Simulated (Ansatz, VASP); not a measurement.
One calculation of PbS, two programs

```xyz
4
Lattice="4.9971 0.0000 0.0000 -2.4985 4.3276 0.0000 0.0000 0.0000 5.9971" Properties=species:S:1:pos:R:3 pbc="T T T"
Pb    0.0000    2.8851    1.4993
Pb    2.4985    1.4425    4.4978
S     2.4985    1.4425    1.4993
S     0.0000    2.8851    4.4978
```

Alike in both runs: task single point; functional PBE; k mesh 6 × 6 × 4; non-collinear spin, spin-orbit coupling.

|  | VASP | Ansatz |
| --- | --- | --- |
| version | VASP 6.6.1 | Ansatz 0.2.0 |
| potentials or method | VASP PAW PBE potentials, release 64 (Pb_d, S) | plane waves, PAW |
| plane-wave cutoff (eV) | 500 | 420 |
| occupations | gaussian, width 0.01 eV | fixed |
| valence electrons in the cell | 40 | 40 |

VASP gave:

| Property | Result |
| --- | --- |
| pressure (GPa) | 0.6 |
| traceless stress, the component that is largest in VASP (GPa) | 0.15 |

**Question.** Which values does Ansatz return?

**Answer.** Pressure (GPa): 0.6; traceless stress, the component that is largest in VASP (GPa): 0.18.
